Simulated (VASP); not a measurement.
# Al8H in VASP: further runs, part 2 of 2

VASP 6.6.1.

## Step 4: Single point, PBE

INCAR reads:

```
SYSTEM = Al8H
  ALGO = Normal
  DIPOL = 0.5 0.5 0.292
  EDIFF = 1E-6
  ENCUT = 520
  GGA = PE
  IDIPOL = 3
  ISIF = 2
  ISMEAR = 0
  LASPH = .True.
  LCHARG = .True.
  LDIPOL = .True.
  LELF = .True.
  LREAL = Auto
  LVACPOTAV = .True.
  LVHAR = .True.
  LWAVE = .False.
  NBANDS = 40
  NELM = 100
  PREC = Accurate
  SIGMA = 0.1
```

KPOINTS reads:

```
k-points
0
Gamma
  5 4 1
  0 0 0
```

POSCAR reads:

```
Al8H
1.0
    5.7135165837      0.0000000000      0.0000000000
    0.0000000000      8.0801326415      0.0000000000
    0.0000000000      0.0000000000     22.2432786975
Al H
16 2
Direct
    0.2500000000      0.2500000000      0.1798296040
    0.2500000000      0.7500000000      0.1798296040
    0.7500000000      0.2500000000      0.1798296040
    0.7500000000      0.7500000000      0.1798296040
    0.0000000000      0.0000000000      0.2440458181
    0.0000000000      0.5000000000      0.2440458181
    0.5000000000      0.0000000000      0.2440458181
    0.5000000000      0.5000000000      0.2440458181
    0.2500000000      0.2500000000      0.3102598702
    0.2500000000      0.7500000000      0.3102598702
    0.7500000000      0.2500000000      0.3102598702
    0.7500000000      0.7500000000      0.3102598702
    0.0000000000      0.0000000000      0.3705963860
    0.0000000000      0.5000000000      0.3705963860
    0.5000000000      0.0000000000      0.3705963860
    0.5000000000      0.5000000000      0.3705963860
    0.2500000000      0.0860175434      0.4195999531
    0.2500000000      0.4139824566      0.4195999531
```

Potentials or basis: VASP PAW PBE potentials, release 64 (Al, H).

The run is started by

```sh
$ cat potpaw_PBE.64/Al/POTCAR potpaw_PBE.64/H/POTCAR > POTCAR
$ mpirun -np 1 vasp_std > vasp.out
```

OUTCAR:

```text
SYSTEM = Al8H
   EDIFF = 1E-6
   ENCUT = 520
   GGA = PE
   ISIF = 2
   ISMEAR = 0
   LASPH = .True.
   LREAL = Auto
   NELM = 100
   PREC = Accurate

 ion  position               nearest neighbor table
   1  0.250  0.250  0.180-   3 2.86   3 2.86   6 2.86   7 2.86   8 2.86   5 2.86   9 2.90
   2  0.250  0.750  0.180-   4 2.86   4 2.86   6 2.86   7 2.86   8 2.86   5 2.86  10 2.90
   3  0.750  0.250  0.180-   1 2.86   1 2.86   6 2.86   7 2.86   8 2.86   5 2.86  11 2.90
   4  0.750  0.750  0.180-   2 2.86   2 2.86   6 2.86   7 2.86   8 2.86   5 2.86  12 2.90
   5  0.000  0.000  0.244-  13 2.81   7 2.86   7 2.86   4 2.86   1 2.86   2 2.86   3 2.86  11 2.88
                            12 2.88   9 2.88  10 2.88
   6  0.000  0.500  0.244-  14 2.81   8 2.86   8 2.86   4 2.86   1 2.86   2 2.86   3 2.86  11 2.88
                            12 2.88   9 2.88  10 2.88
   7  0.500  0.000  0.244-  15 2.81   5 2.86   5 2.86   4 2.86   1 2.86   2 2.86   3 2.86  11 2.88
                            12 2.88   9 2.88  10 2.88
   8  0.500  0.500  0.244-  16 2.81   6 2.86   6 2.86   4 2.86   1 2.86   2 2.86   3 2.86  11 2.88
                            12 2.88   9 2.88  10 2.88
   9  0.250  0.250  0.310-  13 2.81  14 2.81  15 2.81  16 2.81  11 2.86  11 2.86   7 2.88   8 2.88
                             5 2.88   6 2.88   1 2.90
  10  0.250  0.750  0.310-  13 2.81  14 2.81  15 2.81  16 2.81  12 2.86  12 2.86   7 2.88   8 2.88
                             5 2.88   6 2.88   2 2.90
  11  0.750  0.250  0.310-  13 2.81  14 2.81  15 2.81  16 2.81   9 2.86   9 2.86   7 2.88   8 2.88
[... 7 lines left out ...]
  15  0.500  0.000  0.371-  17 1.93  10 2.81  11 2.81  12 2.81   9 2.81   7 2.81  13 2.86  13 2.86

  16  0.500  0.500  0.371-  18 1.93  10 2.81  11 2.81  12 2.81   9 2.81   8 2.81  14 2.86  14 2.86

  17  0.250  0.086  0.420-  13 1.93  15 1.93
  18  0.250  0.414  0.420-  14 1.93  16 1.93

  LATTYP: Found a simple orthorhombic cell.
 ALAT       =     5.7135165837
 B/A-ratio  =     1.4142135624
 C/A-ratio  =     3.8930977747

  Lattice vectors:

 A1 = (   5.7135165837,   0.0000000000,   0.0000000000)
 A2 = (   0.0000000000,   8.0801326415,   0.0000000000)
 A3 = (   0.0000000000,   0.0000000000,  22.2432786975)

Analysis of symmetry for initial positions (statically):
=====================================================================
 Subroutine PRICEL returns:
[... 178 lines left out ...]

 dipolmoment           0.000000      0.000000     -0.001877 electrons x Angstroem

 number of electron      49.9999998 magnetization

 dipolmoment           0.000000      0.000000      0.024958 electrons x Angstroem

 Free energy of the ion-electron system (eV)
  ---------------------------------------------------
  ext. energy  EPLUGINS =         0.00000000
  ---------------------------------------------------
  free energy    TOTEN  =       -60.56539295 eV

  energy without entropy =      -60.51246969  energy(sigma->0) =      -60.53893132

 E-fermi :  -0.8603     XC(G=0):  -3.5974

 val. band max:       -0.8814636758   @ k =   0.2000   0.2500   0.0000
 cond. band min:      -0.8505757746   @ k =   0.2000   0.0000   0.0000
 fundamental gap:      0.0308879012
 Fermi energy:        -0.8603430165

 k-point     1 :       0.0000    0.0000    0.0000
  band No.  band energies     occupation
      1     -11.1546      2.00000
      2      -9.0844      2.00000
      3      -9.0003      2.00000
      4      -8.8102      2.00000
      5      -7.1151      2.00000
      6      -6.9572      2.00000
[... 349 lines left out ...]
     36       1.6711      0.00000
     37       2.1740      0.00000
 [bands above 37 left out]

------------------------ aborting loop because EDIFF is reached ----------------------------------------

  FORCE on cell =-STRESS in cart. coord.  units (eV):
  Direction    XX          YY          ZZ          XY          YZ          ZX
  --------------------------------------------------------------------------------------
  -------------------------------------------------------------------------------------
  Total       -9.3143737     -3.6449648     -3.0966009      0.0000000      0.0000000      0.0000000
  in kB      -14.5326045     -5.6869988     -4.8314226      0.0000000      0.0000000      0.0000000
  external PRESSURE =      -8.3503420 kB  Pullay stress =       0.0000000 kB

 VOLUME and BASIS-vectors are now :
 -----------------------------------------------------------------------------
  energy-cutoff  :      520.00
  volume of cell :     1026.88
      direct lattice vectors                 reciprocal lattice vectors
     5.713516584  0.000000000  0.000000000     0.175023558  0.000000000  0.000000000
     0.000000000  8.080132642  0.000000000     0.000000000  0.123760345  0.000000000
     0.000000000  0.000000000 22.243278697     0.000000000  0.000000000  0.044957401

 POSITION                                       TOTAL-FORCE (eV/Angst)
 -----------------------------------------------------------------------------------
      1.42838      2.02003      4.00000        -0.000000      0.000000      0.186750
      1.42838      6.06010      4.00000        -0.000000      0.000000      0.339588
      4.28514      2.02003      4.00000        -0.000000      0.000000      0.309091
      4.28514      6.06010      4.00000        -0.000000      0.000000      0.289133
      0.00000      0.00000      5.42838        -0.169666      0.033317     -0.224258
      0.00000      4.04007      5.42838        -0.169666     -0.033317     -0.224258
[... 10 lines left out ...]
      1.42838      0.69503      9.33328        -0.000000     -0.544836     -0.503307
      1.42838      3.34503      9.33328        -0.000000      0.544836     -0.503307
 -----------------------------------------------------------------------------------
    total drift:                               -0.000000     -0.000000     -0.012789

  FREE ENERGIE OF THE ION-ELECTRON SYSTEM (eV)
  ---------------------------------------------------
  free  energy   TOTEN  =       -60.5653929450 eV

  energy  without entropy=      -60.5124696913  energy(sigma->0) =      -60.53893132

 vacuum level on the upper side and lower side of the slab         3.249         3.151
```

OSZICAR:

```text
N       E                     dE             d eps       ncg     rms          rms(c)
DAV:   1     0.188878192509E+03    0.18888E+03   -0.14153E+04   720   0.854E+02
DAV:   2    -0.487625978586E+02   -0.23764E+03   -0.22859E+03  1056   0.150E+02
DAV:   3    -0.633266945646E+02   -0.14564E+02   -0.14114E+02   912   0.375E+01
DAV:   4    -0.638816434044E+02   -0.55495E+00   -0.55382E+00  1128   0.852E+00
[... 17 lines left out ...]
DAV:  22    -0.605653742312E+02   -0.45569E-05   -0.21177E-07   648   0.158E-03    0.646E-04
DAV:  23    -0.605653872562E+02   -0.13025E-04   -0.65707E-07   672   0.185E-03    0.571E-04
DAV:  24    -0.605653911115E+02   -0.38553E-05   -0.14963E-07   680   0.125E-03    0.209E-04
DAV:  25    -0.605653924863E+02   -0.13748E-05   -0.70544E-08   600   0.768E-04    0.161E-04
DAV:  26    -0.605653929450E+02   -0.45869E-06   -0.28676E-08   600   0.592E-04
   1 F= -.60565393E+02 E0= -.60538931E+02  d E =-.529233E-01
```

Wall time 8.6 min (1 thread of AMD EPYC 9R45 (Zen 5), shared host); peak memory 0.86 GiB.

What came out:

- Free energy: -60.5654 eV
- Largest force: 0.742 eV/Å
- Band gap on the k mesh: zero (band 25 reaches -0.45 eV, above the bottom of band 26 at -1.14 eV)

Forces on the atoms (eV/Å):
```
Al   0.000  0.000  0.187
Al   0.000  0.000  0.340
Al   0.000  0.000  0.309
Al   0.000  0.000  0.289
Al  -0.170  0.033 -0.224
Al  -0.170 -0.033 -0.224
Al   0.170  0.033 -0.224
Al   0.170 -0.033 -0.224
Al   0.000  0.000 -0.549
Al   0.000  0.000  0.270
Al   0.000  0.000  0.112
Al   0.000  0.000 -0.049
Al  -0.130  0.151  0.249
Al  -0.130 -0.151  0.249
Al   0.130  0.151  0.249
Al   0.130 -0.151  0.249
H    0.000 -0.545 -0.503
H    0.000  0.545 -0.503
```

Levels at points of the mesh, in eV from the Fermi level:
| k point | band 23 | band 24 | band 25 | band 26 | band 27 | band 28 |
| --- | --- | --- | --- | --- | --- | --- |
| (0.00, 0.00, 0.00) | -0.81 | -0.60 | -0.48 | -0.27 | -0.18 | 0.41 |
| (0.00, 0.50, 0.00) | -0.88 | -0.88 | -0.28 | -0.24 | 0.09 | 0.12 |

## Step 5: Single point, PBE

INCAR reads:

```
PREC = Accurate
ENCUT = 520
EDIFF = 1E-6
ISMEAR = 0
SIGMA = 0.1
LREAL = Auto
LASPH = True
NELM = 80
ALGO = Normal
ISIF = 2
LWAVE = False
LCHARG = False
LDIPOL = True
IDIPOL = 3
DIPOL = 0.5 0.5 0.295
GGA = PE
NBANDS = 40
```

KPOINTS reads:

```
regular mesh
0
Gamma
  5 4 1
```

Edit POSCAR of step 4 so:

```diff
@@ -24,3 +24,3 @@
     0.5000000000      0.5000000000      0.3705963860
-    0.2500000000      0.0860175434      0.4195999531
-    0.2500000000      0.4139824566      0.4195999531
+    0.2500000000      0.0860175434      0.4483726897
+    0.2500000000      0.4139824566      0.4483726897
```

The run is started by

```sh
$ cat potpaw_PBE.64/Al/POTCAR potpaw_PBE.64/H/POTCAR > POTCAR
$ mpirun -np 1 vasp_std > vasp.out
```

Wall time 8.1 min (1 thread of AMD EPYC 9R45 (Zen 5), shared host); peak memory 0.86 GiB.

Results (log left out):

```
Free energy            : -59.1763 eV
Largest force          : 1.533 eV/Å
Band gap on the k mesh : zero (band 25 reaches -0.66 eV, above the bottom of band 26 at -1.42 eV)
```

Forces in eV/Å, atoms in the order of the input:
```
Al   0.000  0.000  0.233
Al   0.000  0.000  0.264
Al   0.000  0.000  0.248
Al   0.000  0.000  0.263
Al  -0.270  0.001 -0.262
Al  -0.270 -0.001 -0.262
Al   0.270  0.001 -0.262
Al   0.270 -0.001 -0.262
Al   0.000  0.000 -0.293
Al   0.000  0.000  0.257
Al   0.000  0.000  0.066
Al   0.000  0.000 -0.056
Al   0.126  0.271  0.726
Al   0.126 -0.271  0.726
Al  -0.126  0.271  0.726
Al  -0.126 -0.271  0.726
H    0.000 -0.584 -1.418
H    0.000  0.584 -1.418
```

Levels at points of the mesh, in eV from the Fermi level:
```
           k point  band 23  band 24  band 25  band 26  band 27  band 28
(0.00, 0.00, 0.00)    -0.76    -0.65    -0.42    -0.31    -0.15     0.25
(0.00, 0.50, 0.00)    -0.88    -0.88    -0.24    -0.14     0.23     0.24
```
